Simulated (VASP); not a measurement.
# In (P6_3/mmc) in VASP: a series of runs

In is run at these levels: r2SCAN; tasks: single point.

Program: VASP 6.6.1. These are calculated values, not measurements. Logs are shortened: lines on timing, memory, paths and dates and some standing lists are left out, and cuts for length are marked.

### 1 The cell of the first run

It takes space group P6_3/mmc (No. 194, hexagonal). The conventional cell has a = 3.244 Å, b = 3.244 Å, c = 5.358 Å, α = 90.00°, β = 90.00°, γ = 120.00°. In (site symmetry -6m2) has 12 In at 3.24 to 3.27 Å within 4.3 Å.

### 2 Single point, r2SCAN

File POSCAR:

```
In
1.0
    3.2440505781      0.0000000000      0.0000000000
   -1.6220252890      2.8094298093      0.0000000000
    0.0000000000      0.0000000000      5.3581280061
In
2
Direct
    0.3333333333      0.6666666667      0.2500000000
    0.6666666667      0.3333333333      0.7500000000
```

File INCAR.step1:

```
PREC = Accurate
ENCUT = 520
ISMEAR = -1
SIGMA = 0.05
LREAL = False
LASPH = True
NELM = 100
NBANDS = 20
GGA = PE
ALGO = Normal
EDIFF = 1E-4
LWAVE = True
LCHARG = False
```

File INCAR.step2:

```
PREC = Accurate
ENCUT = 520
EDIFF = 1E-6
ISMEAR = -1
SIGMA = 0.05
LREAL = False
LASPH = True
NELM = 100
ALGO = Normal
ISIF = 2
LWAVE = False
LCHARG = False
METAGGA = R2SCAN
LMIXTAU = True
NBANDS = 20
ISTART = 1
```

File KPOINTS:

```
Automatic mesh
0
Gamma
  10 10 5
```

Potentials or basis: VASP PAW PBE potentials, release 64 (In_d).

Command:

```
$ cat potpaw_PBE.64/In_d/POTCAR > POTCAR
$ cp INCAR.step1 INCAR
$ mpirun -np 1 vasp_std > vasp.out
$ cp INCAR.step2 INCAR
$ mpirun -np 1 vasp_std > vasp.out
```

OUTCAR:

```text
PREC = Accurate
   ENCUT = 520
   EDIFF = 1E-6
   ISMEAR = -1
   LREAL = False
   LASPH = True
   NELM = 100
   ISIF = 2
   METAGGA = R2SCAN
   ISTART = 1

 ion  position               nearest neighbor table
   1  0.333  0.667  0.250-   2 3.27   2 3.27   2 3.27   2 3.27   2 3.27   2 3.27
   2  0.667  0.333  0.750-   1 3.27   1 3.27   1 3.27   1 3.27   1 3.27   1 3.27

  LATTYP: Found a hexagonal cell.
 ALAT       =     3.2440505781
 C/A-ratio  =     1.6516783192

  Lattice vectors:

 A1 = (   3.2440505781,   0.0000000000,   0.0000000000)
 A2 = (  -1.6220252890,   2.8094298093,   0.0000000000)
 A3 = (   0.0000000000,   0.0000000000,   5.3581280061)

Analysis of symmetry for initial positions (statically):
=====================================================================
 Subroutine PRICEL returns:
 Original cell was already a primitive cell.

 Routine SETGRP: Setting up the symmetry group for a
 hexagonal supercell.

 Subroutine GETGRP returns: Found 24 space group operations
 (whereof 12 operations were pure point group operations)
 out of a pool of 24 trial point group operations.

The static configuration has the point symmetry D_3d.
 The point group associated with its full space group is D_6h.

Analysis of symmetry for dynamics (positions and initial velocities):
=====================================================================
 Subroutine PRICEL returns:
 Original cell was already a primitive cell.

 Routine SETGRP: Setting up the symmetry group for a
 hexagonal supercell.

 Subroutine GETGRP returns: Found 24 space group operations
 (whereof 12 operations were pure point group operations)
 out of a pool of 24 trial point group operations.

The dynamic configuration has the point symmetry D_3d.
 The point group associated with its full space group is D_6h.

 Subroutine INISYM returns: Found 24 space group operations
 (whereof 12 operations are pure point group operations),
 and found     1 'primitive' translations

----------------------------------------------------------------------------------------

                                     Primitive cell

[... 74 lines left out ...]
   total plane-waves  NPLWV =  23040
   dimension x,y,z NGX =    24 NGY =   24 NGZ =   40
   dimension x,y,z NGXF=    48 NGYF=   48 NGZF=   80
   ions per type =               2
   NGX,Y,Z   is equivalent  to a cutoff of  12.30, 12.30, 12.41 a.u.
   NGXF,Y,Z  is equivalent  to a cutoff of  24.60, 24.60, 24.82 a.u.
 SYSTEM =  unknown system
   PREC   = accura    normal or accurate (medium, high low for compatibility)
   ISTART =      1    job   : 0-new  1-cont  2-samecut
   ICHARG =      0    charge: 1-file 2-atom 10-const
   ISPIN  =      1    spin polarized calculation?
   LNONCOLLINEAR =      F non collinear calculations
   LSORBIT =      F    spin-orbit coupling
   LASPH  =      T    aspherical Exc in radial PAW
   ENCUT  =  520.0 eV  38.22 Ry    6.18 a.u.   6.03  6.03  9.96*2*pi/ulx,y,z
   NELM   =    100;   NELMIN=  2; NELMDL=  0     # of ELM steps
   EDIFF  = 0.1E-05   stopping-criterion for ELM
   LREAL  =      F    real-space projection
   EDIFFG = 0.1E-04   stopping-criterion for IOM
   NSW    =      0    number of steps for IOM
   IBRION =     -1    ionic relax: 0-MD 1-quasi-New 2-CG
   NFREE  =      0    steps in history (QN), initial steepest desc. (CG)
   ISIF   =      2    stress and relaxation
   ISYM   =      2    0-nonsym 1-usesym 2-fastsym
   POTIM  = 0.5000    time-step for ionic-motion
   TEBEG  =    0.0;   TEEND  =   0.0 temperature during run
   PSTRESS=    0.0 pullay stress
   NELECT =      26.0000    total number of electrons
   NUPDOWN=      -1.0000    fix difference up-down
   EMIN   =  10.00;   EMAX   =-10.00  energy-range for DOS
   EFERMI =   0.00;   METHOD = LEGACY
   ISMEAR =    -1;   SIGMA  =   0.05  broadening in eV -4-tet -1-fermi 0-gaus
   EFERMI_NEDOS =   21; number of points for ismear=-14 and -15
   IALGO  =     38    algorithm
   IMIX   =      4    mixing-type and parameters
     AMIX     =   0.40;   BMIX     =  1.00
     AMIX_MAG =   1.60;   BMIX_MAG =  1.00
  volume/ion in A,a.u.               =      24.42       164.77
  Fermi-wavevector in a.u.,A,eV,Ry     =   1.326864  2.507409 23.953973  1.760567
  Thomas-Fermi vector in A             =   2.456219
   LORBIT       =      0    0 simple, 1 ext, 2 COOP (PROOUT), +10 PAW based schemes
   METAGGA = R2SCAN    functional components
   LHFCALC =     F    Hartree Fock is set to
   AEXX    =    0.0000 exact exchange contribution
   IVDW    =     0    specifies the selected vdW correction
   LEPSILON=     F    determine dielectric tensor
   LRPA    =     F    only Hartree local field effects (RPA)
 non-spin polarized calculation
  energy-cutoff  :      520.00
  volume of cell :       48.83
 maximum number of plane-waves:      1330
   NGX = 13   NGY = 13   NGZ = 19

 number of electron      26.0000016 magnetization

 Free energy of the ion-electron system (eV)
  ---------------------------------------------------
  ext. energy  EPLUGINS =         0.00000000
  ---------------------------------------------------
  free energy    TOTEN  =       -45.07586843 eV

  energy without entropy =      -45.06853543  energy(sigma->0) =      -45.07220193

 E-fermi :   8.3639     XC(G=0): -11.4621

 val. band max:        8.3577801793   @ k =   0.3000   0.1000   0.4000
 cond. band min:       8.4926222898   @ k =   0.3000   0.0000   0.2000
 fundamental gap:      0.1348421106
 Fermi energy:         8.3638714867

 k-point     1 :       0.0000    0.0000    0.0000
  band No.  band energies     occupation
      1      -7.1247      2.00000
      2      -7.0264      2.00000
      3      -6.9819      2.00000
      4      -6.9818      2.00000
      5      -6.9454      2.00000
      6      -6.9454      2.00000
[... 541 lines left out ...]
     19      18.6778      0.00000
     20      19.1752      0.00000

 [... further k-points ...]
[... 5 lines left out ...]
  --------------------------------------------------------------------------------------
  -------------------------------------------------------------------------------------
  Total        0.8093841      0.8093838      1.9765793      0.0000000     -0.0000000      0.0000000
  in kB       26.5550019     26.5549943     64.8493966      0.0000000     -0.0000000      0.0000000
  external PRESSURE =      39.3197976 kB  Pullay stress =       0.0000000 kB

 VOLUME and BASIS-vectors are now :
 -----------------------------------------------------------------------------
  energy-cutoff  :      520.00
  volume of cell :       48.83
      direct lattice vectors                 reciprocal lattice vectors
     3.244050578  0.000000000  0.000000000     0.308256600  0.177972056  0.000000000
    -1.622025289  2.809429809  0.000000000     0.000000000  0.355944112  0.000000000
     0.000000000  0.000000000  5.358128006     0.000000000  0.000000000  0.186632346

 POSITION                                       TOTAL-FORCE (eV/Angst)
 -----------------------------------------------------------------------------------
     -0.00000      1.87295      1.33953         0.000000     -0.000000      0.000000
      1.62203      0.93648      4.01860        -0.000000      0.000000     -0.000000
 -----------------------------------------------------------------------------------
    total drift:                               -0.000000      0.000000      0.000000

  FREE ENERGIE OF THE ION-ELECTRON SYSTEM (eV)
  ---------------------------------------------------
  free  energy   TOTEN  =       -45.0758684312 eV

  energy  without entropy=      -45.0685354276  energy(sigma->0) =      -45.07220193
```

OUTCAR.step1:

```text
PREC = Accurate
   ENCUT = 520
   ISMEAR = -1
   LREAL = False
   LASPH = True
[... 775 lines left out ...]
     -0.00000      1.87295      1.33953        -0.000000     -0.000000     -0.000000
      1.62203      0.93648      4.01860         0.000000      0.000000      0.000000
 -----------------------------------------------------------------------------------
    total drift:                               -0.000000      0.000000      0.000000

  FREE ENERGIE OF THE ION-ELECTRON SYSTEM (eV)
  ---------------------------------------------------
  free  energy   TOTEN  =        -5.0074557748 eV

  energy  without entropy=       -4.9996359519  energy(sigma->0) =       -5.00354586
```

OSZICAR.step1:

```text
N       E                     dE             d eps       ncg     rms          rms(c)
DAV:   1     0.211451526867E+03    0.21145E+03   -0.13377E+04  1696   0.187E+03
DAV:   2     0.105363524523E+02   -0.20092E+03   -0.19703E+03  1692   0.379E+02
DAV:   3    -0.462739287674E+01   -0.15164E+02   -0.15083E+02  1952   0.119E+02
DAV:   4    -0.504938733226E+01   -0.42199E+00   -0.42176E+00  2000   0.213E+01
DAV:   5    -0.507481927514E+01   -0.25432E-01   -0.25431E-01  2444   0.437E+00    0.392E+00
DAV:   6    -0.502003166263E+01    0.54788E-01   -0.95000E-02  2284   0.522E+00    0.177E+00
DAV:   7    -0.500836075934E+01    0.11671E-01   -0.26053E-02  2288   0.253E+00    0.418E-01
DAV:   8    -0.500743948996E+01    0.92127E-03   -0.17693E-03  1884   0.493E-01    0.519E-02
DAV:   9    -0.500745577479E+01   -0.16285E-04   -0.56650E-05  1044   0.113E-01
   1 F= -.50074558E+01 E0= -.50035459E+01  d E =-.781982E-02
```

It took 44 s on 1 thread of Intel Xeon 6975P-C (Granite Rapids), shared host; peak memory 0.18 GiB.

What came out:

- Free energy: -45.0759 eV
- Pressure: 3.9 GPa
- Band gap on the k mesh: zero (band 13 reaches 10.95 eV, above the bottom of band 14 at 5.97 eV)

Caveat: the PAW data sets were made with another functional, which shifts forces and pressure a little; spin-orbit coupling is left out, which moves the levels of the heavy elements.

### 3 Single point, r2SCAN

This run uses another cell than the first one, of 25.12 Å³/atom, 1.029 times its volume.

File POSCAR:

```
In
1.0
    3.2750960106      0.0000000000      0.0000000000
   -1.6375480053      2.8363159387      0.0000000000
    0.0000000000      0.0000000000      5.4094050739
In
2
Direct
    0.3333333333      0.6666666667      0.2500000000
    0.6666666667      0.3333333333      0.7500000000
```

File INCAR.step1:

```
  PREC = Accurate
  ENCUT = 520
  ISMEAR = -1
  SIGMA = 0.05
  LREAL = F
  LASPH = T
  NELM = 60
  NBANDS = 20
  GGA = PE
  ALGO = Normal
  EDIFF = 1E-4
  LWAVE = T
  LCHARG = F
```

File INCAR.step2:

```
  PREC = Accurate
  ENCUT = 520
  EDIFF = 1E-6
  ISMEAR = -1
  SIGMA = 0.05
  LREAL = F
  LASPH = T
  NELM = 60
  ALGO = Normal
  ISIF = 2
  LWAVE = F
  LCHARG = F
  METAGGA = R2SCAN
  LMIXTAU = T
  NBANDS = 20
  ISTART = 1
```

File KPOINTS:

```
regular mesh
0
Gamma
  10 10 5
```

Potentials or basis: VASP PAW PBE potentials, release 64 (In_d).

Command:

```
$ cat potpaw_PBE.64/In_d/POTCAR > POTCAR
$ cp INCAR.step1 INCAR
$ mpirun -np 1 vasp_std > vasp.out
$ cp INCAR.step2 INCAR
$ mpirun -np 1 vasp_std > vasp.out
```

Wall time 46 s (1 thread of Intel Xeon 6975P-C (Granite Rapids), shared host); peak memory 0.18 GiB.

It converged, with:

```yaml
Free_energy: -45.1044 eV
Pressure: 2.3 GPa
Band_gap_on_the_k_mesh: zero (band 13 reaches 10.51 eV, above the bottom of band 14 at 5.68 eV)
```

Stress tensor (GPa, compression positive):
```
1.11 0.00 0.00
0.00 1.11 0.00
0.00 0.00 4.57
```

Levels at points of the mesh, in eV from the Fermi level:
| k point | band 10 | band 11 | band 12 | band 13 | band 14 | band 15 | band 16 | band 17 |
| --- | --- | --- | --- | --- | --- | --- | --- | --- |
| (0.00, 0.00, 0.00) | -14.96 | -10.38 | -4.68 | -3.86 | 9.24 | 9.24 | 11.20 | 11.20 |
| (0.50, 0.00, 0.00) | -14.90 | -5.18 | -4.53 | 0.30 | 0.36 | 0.83 | 3.11 | 4.42 |

Caveat: the PAW data sets were made with another functional, which shifts forces and pressure a little; spin-orbit coupling is left out, which moves the levels of the heavy elements.
